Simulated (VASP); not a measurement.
# TiC3 (Pm-3m) in VASP: density of states with PBE

Aim: the density of states of TiC3 with PBE.

Program: VASP 6.6.1. These are calculated values, not measurements. Logs are shortened: lines on timing, memory, paths and dates and some standing lists are left out, and cuts for length are marked.

## (1) The cell of the first run

It takes space group Pm-3m (No. 221, cubic). Conventional cell: a = 3.201 Å, b = 3.201 Å, c = 3.201 Å, α = 90.00°, β = 90.00°, γ = 90.00°. Within 3.0 Å of Ti (site symmetry m-3m) lie 12 C at 2.26 Å. Within 3.0 Å of C (site symmetry 4/mmm) lie 4 Ti at 2.26 Å and 8 C at 2.26 Å.

## (2) Density of states, PBE

File POSCAR:

```
TiC3
1.0
    3.2007439153      0.0000000000      0.0000000000
    0.0000000000      3.2007439153      0.0000000000
    0.0000000000      0.0000000000      3.2007439153
Ti C
1 3
Direct
    0.5000000000      0.5000000000      0.5000000000
    0.5000000000      0.0000000000      0.0000000000
    0.0000000000      0.5000000000      0.0000000000
    0.0000000000      0.0000000000      0.5000000000
```

File INCAR.step1:

```
ALGO = Normal
EDIFF = 1E-6
ENCUT = 520
GGA = PE
ISIF = 2
ISMEAR = 0
LASPH = T
LCHARG = T
LMAXMIX = 4
LREAL = F
LWAVE = F
NBANDS = 20
NELM = 80
PREC = Accurate
SIGMA = 0.1
```

File KPOINTS.step1:

```
k-points
0
Gamma
  14 14 14
```

File INCAR.step2:

```
ALGO = Normal
EDIFF = 1E-6
ENCUT = 520
GGA = PE
ICHARG = 11
ISIF = 2
ISMEAR = -5
LASPH = T
LCHARG = F
LMAXMIX = 4
LORBIT = 10
LREAL = F
LWAVE = F
NEDOS = 2001
NELM = 80
PREC = Accurate
SIGMA = 0.1
```

File KPOINTS.step2:

```
k-points
0
Gamma
  21 21 21
```

Potentials or basis: VASP PAW PBE potentials, release 64 (Ti_sv, C).

Command:

```sh
$ cat potpaw_PBE.64/Ti_sv/POTCAR potpaw_PBE.64/C/POTCAR > POTCAR
$ cp INCAR.step1 INCAR
$ cp KPOINTS.step1 KPOINTS
$ mpirun -np 1 vasp_std > vasp.out
$ cp INCAR.step2 INCAR
$ cp KPOINTS.step2 KPOINTS
$ mpirun -np 1 vasp_std > vasp.out
```

OUTCAR:

```text
EDIFF = 1E-6
   ENCUT = 520
   GGA = PE
   ICHARG = 11
   ISIF = 2
   ISMEAR = -5
   LASPH = T
   LORBIT = 10
   LREAL = F
   NELM = 80
   PREC = Accurate

 ion  position               nearest neighbor table
   1  0.500  0.500  0.500-   2 2.26   3 2.26   4 2.26   2 2.26   3 2.26   2 2.26   4 2.26   2 2.26
                             3 2.26   4 2.26   3 2.26   4 2.26
   2  0.500  0.000  0.000-   1 2.26   1 2.26   1 2.26   1 2.26
   3  0.000  0.500  0.000-   1 2.26   1 2.26   1 2.26   1 2.26
   4  0.000  0.000  0.500-   1 2.26   1 2.26   1 2.26   1 2.26

  LATTYP: Found a simple cubic cell.
 ALAT       =     3.2007439153

  Lattice vectors:

 A1 = (   3.2007439153,   0.0000000000,   0.0000000000)
 A2 = (   0.0000000000,   3.2007439153,   0.0000000000)
 A3 = (   0.0000000000,   0.0000000000,   3.2007439153)

Analysis of symmetry for initial positions (statically):
=====================================================================
 Subroutine PRICEL returns:
 Original cell was already a primitive cell.

 Routine SETGRP: Setting up the symmetry group for a
 simple cubic supercell.

 Subroutine GETGRP returns: Found 48 space group operations
 (whereof 48 operations were pure point group operations)
 out of a pool of 48 trial point group operations.

The static configuration has the point symmetry O_h .

Analysis of symmetry for dynamics (positions and initial velocities):
=====================================================================
 Subroutine PRICEL returns:
 Original cell was already a primitive cell.

 Routine SETGRP: Setting up the symmetry group for a
 simple cubic supercell.

 Subroutine GETGRP returns: Found 48 space group operations
 (whereof 48 operations were pure point group operations)
 out of a pool of 48 trial point group operations.

The dynamic configuration has the point symmetry O_h .

 Subroutine INISYM returns: Found 48 space group operations
 (whereof 48 operations are pure point group operations),
 and found     1 'primitive' translations

----------------------------------------------------------------------------------------

                                     Primitive cell

  volume of cell :      32.7909

  direct lattice vectors                    reciprocal lattice vectors
     3.200743915  0.000000000  0.000000000     0.312427369  0.000000000  0.000000000
     0.000000000  3.200743915  0.000000000     0.000000000  0.312427369  0.000000000
     0.000000000  0.000000000  3.200743915     0.000000000  0.000000000  0.312427369

  length of vectors
[... 97 lines left out ...]
   TEBEG  =    0.0;   TEEND  =   0.0 temperature during run
   PSTRESS=    0.0 pullay stress
   NELECT =      24.0000    total number of electrons
   NUPDOWN=      -1.0000    fix difference up-down
   EMIN   =  10.00;   EMAX   =-10.00  energy-range for DOS
   EFERMI =   0.00;   METHOD = LEGACY
   ISMEAR =    -5;   SIGMA  =   0.10  broadening in eV -4-tet -1-fermi 0-gaus
   EFERMI_NEDOS =   21; number of points for ismear=-14 and -15
   IALGO  =     38    algorithm
   IMIX   =      4    mixing-type and parameters
     AMIX     =   0.40;   BMIX     =  1.00
     AMIX_MAG =   1.60;   BMIX_MAG =  1.00
  volume/ion in A,a.u.               =       8.20        55.32
  Fermi-wavevector in a.u.,A,eV,Ry     =   1.475347  2.788002 29.615123  2.176650
  Thomas-Fermi vector in A             =   2.590008
   LORBIT       =     10    0 simple, 1 ext, 2 COOP (PROOUT), +10 PAW based schemes
   GGA     = PE    functional components
   LHFCALC =     F    Hartree Fock is set to
   AEXX    =    0.0000 exact exchange contribution
   IVDW    =     0    specifies the selected vdW correction
   LEPSILON=     F    determine dielectric tensor
   LRPA    =     F    only Hartree local field effects (RPA)
 non-spin polarized calculation
 Fermi weights with tetrahedron method with Bloechl corrections
  energy-cutoff  :      520.00
  volume of cell :       32.79
 maximum number of plane-waves:       912
 NGX is ok and might be reduce to    24

 number of electron      23.9999996 magnetization

 Free energy of the ion-electron system (eV)
  ---------------------------------------------------
  ext. energy  EPLUGINS =         0.00000000
  ---------------------------------------------------
  free energy    TOTEN  =       -27.91745954 eV

  energy without entropy =      -27.91745954  energy(sigma->0) =      -27.91745954

 E-fermi :  10.0057     XC(G=0): -13.0596

 val. band max:       10.0715398830   @ k =   0.0952   0.0000   0.0000
 cond. band min:       9.9650732149   @ k =   0.4762   0.3810   0.0476
 fundamental gap:     -0.1064666681
 Fermi energy:        10.0057432850

 k-point     1 :       0.0000    0.0000    0.0000
  band No.  band energies     occupation
      1     -47.4530      2.00000
      2     -23.6781      2.00000
      3     -23.6781      2.00000
      4     -23.6781      2.00000
      5      -6.6440      2.00000
      6       2.3971      2.00000
[... 433 lines left out ...]
      3     -23.6883      2.00000
      4     -23.6680      2.00000
      5      -6.0483      2.00000
      6       0.6857      2.00000
[... 8 lines left out ...]
     15      12.0812      0.00000
     16      13.1813      0.00000

 [... further k-points ...]
[... 5 lines left out ...]
  --------------------------------------------------------------------------------------
  -------------------------------------------------------------------------------------
  Total        0.0264217      0.0264217      0.0264217      0.0000000      0.0000000     -0.0000000
  in kB        1.2909784      1.2909784      1.2909784      0.0000000      0.0000000     -0.0000000
  external PRESSURE =       1.2909784 kB  Pullay stress =       0.0000000 kB

 VOLUME and BASIS-vectors are now :
 -----------------------------------------------------------------------------
  energy-cutoff  :      520.00
  volume of cell :       32.79
      direct lattice vectors                 reciprocal lattice vectors
     3.200743915  0.000000000  0.000000000     0.312427369  0.000000000  0.000000000
     0.000000000  3.200743915  0.000000000     0.000000000  0.312427369  0.000000000
     0.000000000  0.000000000  3.200743915     0.000000000  0.000000000  0.312427369

 POSITION                                       TOTAL-FORCE (eV/Angst)
 -----------------------------------------------------------------------------------
      1.60037      1.60037      1.60037         0.000000      0.000000      0.000000
      1.60037      0.00000      0.00000         0.000000      0.000000      0.000000
      0.00000      1.60037      0.00000         0.000000      0.000000      0.000000
      0.00000      0.00000      1.60037         0.000000      0.000000      0.000000
 -----------------------------------------------------------------------------------
    total drift:                                0.000000      0.000000     -0.000000

  FREE ENERGIE OF THE ION-ELECTRON SYSTEM (eV)
  ---------------------------------------------------
  free  energy   TOTEN  =       -27.9174595432 eV

  energy  without entropy=      -27.9174595432  energy(sigma->0) =      -27.91745954

 total charge

# of ion       s       p       d       tot
------------------------------------------
    1        2.181   6.214   2.010  10.405
    2        0.975   1.221   0.000   2.196
    3        0.975   1.221   0.000   2.196
    4        0.975   1.221   0.000   2.196
--------------------------------------------------
tot          5.106   9.877   2.010  16.993
```

OSZICAR.step1:

```text
N       E                     dE             d eps       ncg     rms          rms(c)
DAV:   1     0.199924046724E+03    0.19992E+03   -0.12337E+04  4808   0.137E+03
DAV:   2    -0.116215292126E+02   -0.21155E+03   -0.20269E+03  5168   0.374E+02
DAV:   3    -0.306726535149E+02   -0.19051E+02   -0.18540E+02  7376   0.986E+01
DAV:   4    -0.316633873177E+02   -0.99073E+00   -0.97841E+00  6996   0.184E+01
DAV:   5    -0.316878427308E+02   -0.24455E-01   -0.24446E-01  6152   0.269E+00    0.178E+01
DAV:   6    -0.283183349893E+02    0.33695E+01   -0.14686E+01  6060   0.450E+01    0.619E+00
DAV:   7    -0.280183818634E+02    0.29995E+00   -0.47092E+00  6404   0.193E+01    0.526E+00
DAV:   8    -0.280458743752E+02   -0.27493E-01   -0.13509E+00  5968   0.117E+01    0.294E+00
DAV:   9    -0.279244686042E+02    0.12141E+00   -0.76650E-01  6360   0.800E+00    0.320E-01
DAV:  10    -0.279236604390E+02    0.80817E-03   -0.19467E-02  5828   0.122E+00    0.786E-02
DAV:  11    -0.279238863542E+02   -0.22592E-03   -0.17774E-03  7236   0.294E-01    0.926E-02
DAV:  12    -0.279237716611E+02    0.11469E-03   -0.38267E-04  6232   0.193E-01    0.218E-02
DAV:  13    -0.279237641739E+02    0.74872E-05   -0.18081E-05  6920   0.296E-02    0.718E-03
DAV:  14    -0.279237627930E+02    0.13809E-05   -0.24264E-06  5140   0.115E-02    0.235E-03
DAV:  15    -0.279237627782E+02    0.14805E-07   -0.42947E-07  3020   0.565E-03
   1 F= -.27923763E+02 E0= -.27919421E+02  d E =-.868338E-02
```

Wall time 48 s (1 thread of Intel Xeon 6975P-C (Granite Rapids), shared host); peak memory 0.25 GiB.

Results:

- Valence electrons inside the program's atomic spheres: Ti 10.40; C 2.20

Caveat: tetrahedron occupations give inexact forces and stress in metals.
